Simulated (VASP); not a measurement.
# CsPtS (P4/mmm) in VASP: a series of runs

Runs on CsPtS. Level: PBE. Tasks: relaxation of cell and atoms, single point.

All numbers are computed with VASP 6.6.1; they aren't measurements. Logs are shortened: lines on timing, memory, paths and dates and some standing lists are left out, and cuts for length are marked.

### 1 The cell of the first run

It takes space group P4/mmm (No. 123, tetragonal). Conventional cell: a = 4.654 Å, b = 4.654 Å, c = 5.234 Å, α = 90.00°, β = 90.00°, γ = 90.00°. Within 3.5 Å of Cs (site symmetry 4/mmm) lie 2 Pt at 2.62 Å. Pt (site symmetry 4/mmm) has 2 Cs at 2.62 Å and 4 S at 3.29 Å within 3.5 Å. Within 4.3 Å of S (site symmetry 4/mmm) lie 4 Pt at 3.29 Å and 8 Cs at 4.20 Å.

The cell was generated, and may not be a known phase.

### 2 Relaxation of cell and atoms, PBE

Contents of INCAR:

```
PREC = Accurate
ENCUT = 570
EDIFF = 1E-7
ISMEAR = 0
SIGMA = 0.1
LREAL = F
LASPH = T
NELM = 120
ALGO = Normal
ISIF = 3
LWAVE = F
LCHARG = F
GGA = PE
IBRION = 2
NSW = 90
EDIFFG = -0.04
GGA_COMPAT = F
NELMIN = 4
```

Contents of KPOINTS:

```
Automatic mesh
0
Gamma
  4 4 4
```

Contents of POSCAR:

```
CsPtS
1.0
    4.6544019300      0.0000000000      0.0000000000
    0.0000000000      4.6544019300      0.0000000000
    0.0000000000      0.0000000000      5.2336272200
Cs Pt S
1 1 1
Direct
    0.0000000000      0.0000000000      0.0000000000
    0.0000000000      0.0000000000      0.5000000000
    0.5000000000      0.5000000000      0.5000000000
```

Potentials or basis: VASP PAW PBE potentials, release 64 (Cs_sv, Pt_sv_GW, S).

The run is started by

```bash
cat potpaw_PBE.64/Cs_sv/POTCAR potpaw_PBE.64/Pt_sv_GW/POTCAR potpaw_PBE.64/S/POTCAR > POTCAR
mpirun -np 1 vasp_std > vasp.out
```

OUTCAR:

```text
PREC = Accurate
   ENCUT = 570
   EDIFF = 1E-7
   ISMEAR = 0
   LREAL = F
   LASPH = T
   NELM = 120
   ISIF = 3
   GGA = PE
   IBRION = 2
   NSW = 90
   EDIFFG = -0.04
   NELMIN = 4

 ion  position               nearest neighbor table
   1  0.000  0.000  0.000-   2 2.62   2 2.62
   2  0.000  0.000  0.500-   1 2.62   1 2.62
   3  0.500  0.500  0.500-

  LATTYP: Found a simple tetragonal cell.
 ALAT       =     4.6544019300
 C/A-ratio  =     1.1244467708

  Lattice vectors:

 A1 = (   4.6544019300,   0.0000000000,   0.0000000000)
 A2 = (   0.0000000000,   4.6544019300,   0.0000000000)
 A3 = (   0.0000000000,   0.0000000000,   5.2336272200)

Analysis of symmetry for initial positions (statically):
=====================================================================
 Subroutine PRICEL returns:
 Original cell was already a primitive cell.

 Routine SETGRP: Setting up the symmetry group for a
 simple tetragonal supercell.

 Subroutine GETGRP returns: Found 16 space group operations
 (whereof 16 operations were pure point group operations)
 out of a pool of 16 trial point group operations.

The static configuration has the point symmetry D_4h.

Analysis of symmetry for dynamics (positions and initial velocities):
=====================================================================
 Subroutine PRICEL returns:
 Original cell was already a primitive cell.

 Routine SETGRP: Setting up the symmetry group for a
 simple tetragonal supercell.

 Subroutine GETGRP returns: Found 16 space group operations
 (whereof 16 operations were pure point group operations)
 out of a pool of 16 trial point group operations.

The dynamic configuration has the point symmetry D_4h.

 Subroutine INISYM returns: Found 16 space group operations
 (whereof 16 operations are pure point group operations),
 and found     1 'primitive' translations

----------------------------------------------------------------------------------------

                                     Primitive cell

  volume of cell :     113.3785

  direct lattice vectors                    reciprocal lattice vectors
     4.654401930  0.000000000  0.000000000     0.214850375  0.000000000  0.000000000
     0.000000000  4.654401930  0.000000000     0.000000000  0.214850375  0.000000000
     0.000000000  0.000000000  5.233627220     0.000000000  0.000000000  0.191072073

  length of vectors
     4.654401930  4.654401930  5.233627220     0.214850375  0.214850375  0.191072073

  position of ions in fractional coordinates (direct lattice)
     0.000000000  0.000000000  0.000000000
     0.000000000  0.000000000  0.500000000
     0.500000000  0.500000000  0.500000000

  ion indices of the primitive-cell ions
   primitive index   ion index
                 1           1
                 2           2
                 3           3

----------------------------------------------------------------------------------------

 KPOINTS: Automatic mesh

Automatic generation of k-mesh.
 Grid dimensions read from file:
 generate k-points for:    4    4    4

 Generating k-lattice:

  Cartesian coordinates                     Fractional coordinates (reciprocal lattice)
     0.053712594  0.000000000  0.000000000     0.250000000  0.000000000  0.000000000
     0.000000000  0.053712594  0.000000000     0.000000000  0.250000000  0.000000000
     0.000000000  0.000000000  0.047768018     0.000000000  0.000000000  0.250000000

  Length of vectors
     0.053712594  0.053712594  0.047768018

  Shift w.r.t. Gamma in fractional coordinates (k-lattice)
     0.000000000  0.000000000  0.000000000

 Subroutine IBZKPT returns following result:
 ===========================================

 Found     18 irreducible k-points:

 Following reciprocal coordinates:
            Coordinates               Weight
  0.000000  0.000000  0.000000      1.000000
  0.250000  0.000000  0.000000      4.000000
  0.500000  0.000000  0.000000      2.000000
  0.250000  0.250000  0.000000      4.000000
  0.500000  0.250000  0.000000      4.000000
  0.500000  0.500000  0.000000      1.000000
[... 10 lines left out ...]
  0.500000  0.250000  0.500000      4.000000
  0.500000  0.500000  0.500000      1.000000
   k-points           NKPTS =     18   k-points in BZ     NKDIM =     18   number of bands    NBANDS=     20
   number of dos      NEDOS =    301   number of ions     NIONS =      3
   total plane-waves  NPLWV =  54432
   dimension x,y,z NGX =    36 NGY =   36 NGZ =   42
   dimension x,y,z NGXF=    72 NGYF=   72 NGZF=   84
   ions per type =               1   1   1
   NGX,Y,Z   is equivalent  to a cutoff of  12.86, 12.86, 13.34 a.u.
   NGXF,Y,Z  is equivalent  to a cutoff of  25.72, 25.72, 26.68 a.u.
 SYSTEM =  unknown system
   PREC   = accura    normal or accurate (medium, high low for compatibility)
   ISTART =      0    job   : 0-new  1-cont  2-samecut
   ICHARG =      2    charge: 1-file 2-atom 10-const
   ISPIN  =      1    spin polarized calculation?
   LNONCOLLINEAR =      F non collinear calculations
   LSORBIT =      F    spin-orbit coupling
   LASPH  =      T    aspherical Exc in radial PAW
   ENCUT  =  570.0 eV  41.89 Ry    6.47 a.u.   9.06  9.06 10.19*2*pi/ulx,y,z
   NELM   =    120;   NELMIN=  4; NELMDL= -5     # of ELM steps
   EDIFF  = 0.1E-06   stopping-criterion for ELM
   LREAL  =      F    real-space projection
   EDIFFG = -.4E-01   stopping-criterion for IOM
   NSW    =     90    number of steps for IOM
   IBRION =      2    ionic relax: 0-MD 1-quasi-New 2-CG
   NFREE  =      1    steps in history (QN), initial steepest desc. (CG)
   ISIF   =      3    stress and relaxation
   ISYM   =      2    0-nonsym 1-usesym 2-fastsym
   POTIM  = 0.5000    time-step for ionic-motion
   TEBEG  =    0.0;   TEEND  =   0.0 temperature during run
   PSTRESS=    0.0 pullay stress
   NELECT =      33.0000    total number of electrons
   NUPDOWN=      -1.0000    fix difference up-down
   EMIN   =  10.00;   EMAX   =-10.00  energy-range for DOS
   EFERMI =   0.00;   METHOD = LEGACY
   ISMEAR =     0;   SIGMA  =   0.10  broadening in eV -4-tet -1-fermi 0-gaus
   EFERMI_NEDOS =   21; number of points for ismear=-14 and -15
   IALGO  =     38    algorithm
   IMIX   =      4    mixing-type and parameters
     AMIX     =   0.40;   BMIX     =  1.00
     AMIX_MAG =   1.60;   BMIX_MAG =  1.00
  volume/ion in A,a.u.               =      37.79       255.04
  Fermi-wavevector in a.u.,A,eV,Ry     =   1.084932  2.050225 16.015119  1.177078
  Thomas-Fermi vector in A             =   2.221034
   LORBIT       =      0    0 simple, 1 ext, 2 COOP (PROOUT), +10 PAW based schemes
   GGA     = PE    functional components
   LHFCALC =     F    Hartree Fock is set to
   AEXX    =    0.0000 exact exchange contribution
   IVDW    =     0    specifies the selected vdW correction
   LEPSILON=     F    determine dielectric tensor
   LRPA    =     F    only Hartree local field effects (RPA)
 conjugate gradient relaxation of ions
 non-spin polarized calculation
 Gauss-broadening in eV      SIGMA  =   0.10
  energy-cutoff  :      570.00
  volume of cell :      113.38
 maximum number of plane-waves:      3522
   NGX = 19   NGY = 19   NGZ = 21

--------------------------------------- Ionic step        1  -------------------------------------------

 number of electron      33.0000001 magnetization

 Free energy of the ion-electron system (eV)
  ---------------------------------------------------
  ext. energy  EPLUGINS =         0.00000000
  ---------------------------------------------------
  free energy    TOTEN  =        -8.49060052 eV

  energy without entropy =       -8.47811981  energy(sigma->0) =       -8.48436016

------------------------ aborting loop because EDIFF is reached ----------------------------------------

  FORCE on cell =-STRESS in cart. coord.  units (eV):
  Direction    XX          YY          ZZ          XY          YZ          ZX
  --------------------------------------------------------------------------------------
  -------------------------------------------------------------------------------------
  Total       -6.3631035     -6.3631035      7.0769827      0.0000000      0.0000000      0.0000000
  in kB      -89.9184925    -89.9184925    100.0064844      0.0000000      0.0000000      0.0000000
  external PRESSURE =     -26.6101669 kB  Pullay stress =       0.0000000 kB
[... 61 lines left out ...]
--------------------------------------- Ionic step        3  -------------------------------------------

 number of electron      33.0000003 magnetization

 E-fermi :   6.5698     XC(G=0): -10.1166

 val. band max:        6.4917109186   @ k =   0.5000   0.0000   0.0000
 cond. band min:       6.6047647481   @ k =   0.0000   0.0000   0.0000
 fundamental gap:      0.1130538296
 Fermi energy:         6.5697787588

 k-point     1 :       0.0000    0.0000    0.0000
  band No.  band energies     occupation
      1     -92.0443      2.00000
      2     -46.4316      2.00000
      3     -46.4316      2.00000
      4     -45.9604      2.00000
      5     -18.4367      2.00000
      6      -9.4654      2.00000
[... 433 lines left out ...]
  FREE ENERGIE OF THE ION-ELECTRON SYSTEM (eV)
  ---------------------------------------------------
  free  energy   TOTEN  =       -10.4436903104 eV

  energy  without entropy=      -10.4367011183  energy(sigma->0) =      -10.44019571

 E-fermi :   5.1643     XC(G=0):  -9.5018

 val. band max:        5.1041980437   @ k =   0.0000   0.0000   0.0000
 cond. band min:       5.2957717639   @ k =   0.5000   0.5000   0.5000
 fundamental gap:      0.1915737202
 Fermi energy:         5.1642633590

 k-point     1 :       0.0000    0.0000    0.0000
  band No.  band energies     occupation
      1     -92.9650      2.00000
      2     -47.3167      2.00000
      3     -47.3167      2.00000
      4     -46.8472      2.00000
      5     -18.8839      2.00000
      6      -9.1614      2.00000
[... 403 lines left out ...]
     19       5.2958      0.06291
     20       7.9355      0.00000

[... ionic steps 4 to 9 ...]

--------------------------------------- Ionic step       10  -------------------------------------------

 number of electron      33.0000004 magnetization

------------------------ aborting loop because EDIFF is reached ----------------------------------------
[... 69 lines left out ...]
--------------------------------------- Ionic step       12  -------------------------------------------

 number of electron      33.0000004 magnetization

 Free energy of the ion-electron system (eV)
  ---------------------------------------------------
  ext. energy  EPLUGINS =         0.00000000
  ---------------------------------------------------
  free energy    TOTEN  =       -11.51725302 eV

  energy without entropy =      -11.51316959  energy(sigma->0) =      -11.51521131

 E-fermi :   5.4666     XC(G=0):  -9.6716

 val. band max:        5.3291144036   @ k =   0.5000   0.5000   0.2500
 cond. band min:       5.4739398139   @ k =   0.0000   0.0000   0.0000
 fundamental gap:      0.1448254103
 Fermi energy:         5.4666347576

 k-point     1 :       0.0000    0.0000    0.0000
  band No.  band energies     occupation
      1     -92.7589      2.00000
      2     -47.1080      2.00000
      3     -47.1080      2.00000
      4     -46.6485      2.00000
      5     -18.5549      2.00000
      6      -9.0169      2.00000
[... 433 lines left out ...]
  FREE ENERGIE OF THE ION-ELECTRON SYSTEM (eV)
  ---------------------------------------------------
  free  energy   TOTEN  =       -11.5172530243 eV

  energy  without entropy=      -11.5131695944  energy(sigma->0) =      -11.51521131

 reached required accuracy - stopping structural energy minimisation
```

It took 4.6 min on 1 thread of Intel Xeon Platinum 8488C (Sapphire Rapids), shared host; peak memory 0.26 GiB.

What came out:

| Item | Value |
| --- | --- |
| Free energy | -11.5173 eV |
| Relaxed volume | 27.09 Å³/atom |
| Relaxed cell | a = 3.554 Å, b = 3.554 Å, c = 6.437 Å, α = 90.00°, β = 90.00°, γ = 90.00° |
| Space group after relaxing (to 0.1 Å) | P4/mmm (No. 123) |
| Energy gained by relaxing | 1008.9 meV/atom |
| Ionic steps | 12 |
| Pressure after relaxing | 0.0 GPa |
| Band gap on the k mesh | zero (an odd number of electrons rules out a gap without spin polarisation) |

Step by step:
| step | energy change (eV) | largest force (eV/Å) | pressure (GPa) | volume (Å³) |
| --- | --- | --- | --- | --- |
| 1 | 0.0000 | 0.0000 | -2.66 | 113.38 |
| 2 | -1.7103 | 0.0000 | -5.65 | 101.76 |
| 3 | -1.9531 | 0.0000 | 15.74 | 73.58 |
| 4 | -2.6690 | 0.0000 | -5.01 | 92.64 |
| 5 | -2.8839 | 0.0000 | 3.38 | 79.82 |
| 6 | -2.9768 | 0.0000 | -2.74 | 86.25 |
| 7 | -3.0017 | 0.0000 | -2.10 | 84.97 |
| 8 | -3.0099 | 0.0000 | -0.72 | 83.25 |
| 9 | -3.0107 | 0.0000 | -1.48 | 84.13 |
| 10 | -3.0198 | 0.0000 | 1.04 | 80.16 |
| 11 | -3.0236 | 0.0000 | 0.10 | 81.52 |
| 12 | -3.0267 | 0.0000 | 0.00 | 81.28 |

Final structure:
```xyz
3
Lattice="3.5536 0.0000 0.0000 0.0000 3.5536 0.0000 0.0000 0.0000 6.4368" Properties=species:S:1:pos:R:3 pbc="T T T"
Cs    3.5536    0.0000    0.0000
Pt    3.5536    0.0000    3.2184
S     1.7768    1.7768    3.2184
```

Caveat: the volume moved by over 15 % at a fixed basis, so the end points are rough; spin-orbit coupling is left out, which moves the levels of the heavy elements.

(Part 1 of 2 ends here.)

The gap in the log of VASP goes by the Fermi energy; the results here count the filled bands.